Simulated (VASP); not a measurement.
Runs of VASP 6.6.1 on GaAs. The structure is that of space group F-43m (No. 216), or close to it. The cells are those of the table. 

```tsv
cell	gap on the mesh (eV)	pressure (GPa)
a = 4.148, b = 4.148, c = 4.098 Å, angles 60.4, 60.4, 59.2°, 2 atoms	none	-2.5
a = 4.048, b = 4.048, c = 3.998 Å, angles 60.4, 60.4, 59.2°, 2 atoms	(c)	1.7
a = 4.148, b = 4.148, c = 4.198 Å, angles 59.6, 59.6, 60.8°, 2 atoms	0.12	(b)
a = 4.099, b = 4.099, c = 3.998 Å, angles 60.8, 60.8, 58.4°, 2 atoms	0.04	0.1
a = 3.999, b = 3.999, c = 3.898 Å, angles 60.8, 60.8, 58.3°, 2 atoms	0.59	(a)
```

Alike in all rows: task single point; level PBE; potentials or basis VASP PAW PBE potentials, release 64 (Ga_d, As); no spin polarisation; k mesh 10 × 10 × 10; cutoff (eV) 520; smearing gaussian 0.05 eV.

**Question.** Estimate the missing entries.

**Answer.** (a) 5.5; (b) -3.6; (c) 0.28.

Caveats: semilocal functionals underestimate gaps, so a narrow gap can read as zero (at least some runs); the cell stands under tension (at least some runs); the cell stands under pressure (at least some runs).

A k mesh can miss the band edges, and the runs leave out spin-orbit coupling on As, Ga.

A gap of «none» marks levels without a gap at the run's occupations.
